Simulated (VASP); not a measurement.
Wanted: the native input for a VASP 6.6.1 run.

```yaml
Task: relaxation of cell and atoms
Functional: PBE
Potentials_or_basis: VASP PAW PBE potentials, release 64 (Te, Pb_d)
Cutoff: 600 eV
k_mesh: 6 × 6 × 6
Occupations: gaussian, width 0.01 eV
Spin: no spin polarisation
Dipole_correction: no
Further_INCAR_settings: ALGO = Normal; EDIFF = 1e-06; IBRION = 2; EDIFFG = -0.02; NSW = 80; ISIF = 3
```

The structure of TePb lies in POSCAR:

```
TePb
1.0
    0.0000000000      3.2310000000      3.2310000000
    3.2310000000      0.0000000000      3.2310000000
    3.2310000000      3.2310000000      0.0000000000
Te Pb
1 1
Direct
    0.5000000000      0.5000000000      0.5000000000
    0.0000000000      0.0000000000      0.0000000000
```

The input as run:

INCAR

```
SYSTEM = TePb
ALGO = Normal ; EDIFF = 1E-6
EDIFFG = -0.02 ; ENCUT = 600
GGA = PE ; IBRION = 2
ISIF = 3 ; ISMEAR = 0
LASPH = .True. ; LCHARG = .False.
LREAL = .False. ; LWAVE = .False.
NELM = 60 ; NSW = 80
PREC = Accurate ; SIGMA = 0.01
```

KPOINTS

```
k-points
0
Gamma
  6 6 6
  0 0 0
```

Potentials or basis: VASP PAW PBE potentials, release 64 (Te, Pb_d).

Launch:

```bash
$ cat potpaw_PBE.64/Te/POTCAR potpaw_PBE.64/Pb_d/POTCAR > POTCAR
$ mpirun -np 1 vasp_std > vasp.out
```

It gave:

| Property | Result |
| --- | --- |
| Relaxed volume | 35.42 Å³/atom |
| Relaxed cell | a = 4.645 Å, b = 4.645 Å, c = 4.645 Å, α = 60.00°, β = 60.00°, γ = 60.00° |
| Space group after relaxing (to 0.05 Å) | Fm-3m (No. 225) |
| Energy gained by relaxing | 10.7 meV/atom |
| Ionic steps | 3 |
| Pressure after relaxing | 0.0 GPa |
| Band gap on the k mesh | 0.83 eV, direct |

Caveat: spin-orbit coupling is left out, which moves the levels of the heavy elements.

Wall time 33 s on 1 thread of Intel(R) Xeon(R) Platinum 8559C (Emerald Rapids), on a shared host, peak memory 0.24 GiB.
